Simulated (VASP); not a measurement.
Set up this calculation in VASP 6.6.1, as the native input.

```yaml
Task: single point
Functional: LDA
Potentials_or_basis: VASP PAW LDA potentials, release 64 (Re)
Cutoff: 520 eV
k_mesh: 9 × 9 × 5
Occupations: fermi-dirac, width 0.05 eV
Spin: no spin polarisation
Dipole_correction: no
Further_INCAR_settings: ALGO = Normal; EDIFF = 1e-07; NBANDS = 14
```

The structure of Re lies in POSCAR:

```
Re
1.0
    2.7608000000      0.0000000000      0.0000000000
   -1.3804000000      2.3909229348      0.0000000000
    0.0000000000      0.0000000000      4.4582000000
Re
2
Direct
    0.3333334121      0.6666668243      0.2500000000
    1.6666666015      0.3333332030      0.7500000000
```

The input as run:

INCAR

```
SYSTEM = Re
PREC = Accurate
ENCUT = 520
EDIFF = 1E-7
ISMEAR = -1
SIGMA = 0.05
LREAL = .False.
LASPH = .True.
NELM = 60
ALGO = Normal
ISIF = 2
LWAVE = .False.
LCHARG = .False.
GGA = CA
NBANDS = 14
```

KPOINTS

```
Automatic mesh
0
Gamma
  9 9 5
  0 0 0
```

Potentials or basis: VASP PAW LDA potentials, release 64 (Re).

The run is started by

```console
$ cat potpaw_LDA.64/Re/POTCAR > POTCAR
$ mpirun -np 1 vasp_std > vasp.out
```

Results of the run:

```json
{
  "Pressure": "-8.8 GPa",
  "Band gap on the k mesh": "zero (bands 7 and 8 overlap by 2.81 eV)"
}
```

Caveat: the cell stands under tension; spin-orbit coupling is left out, which moves the levels of the heavy elements.

Run time: 21 s on 1 thread of AMD EPYC 7R43 64-Core Processor (Zen 3), on a shared host, peak memory 0.11 GiB.
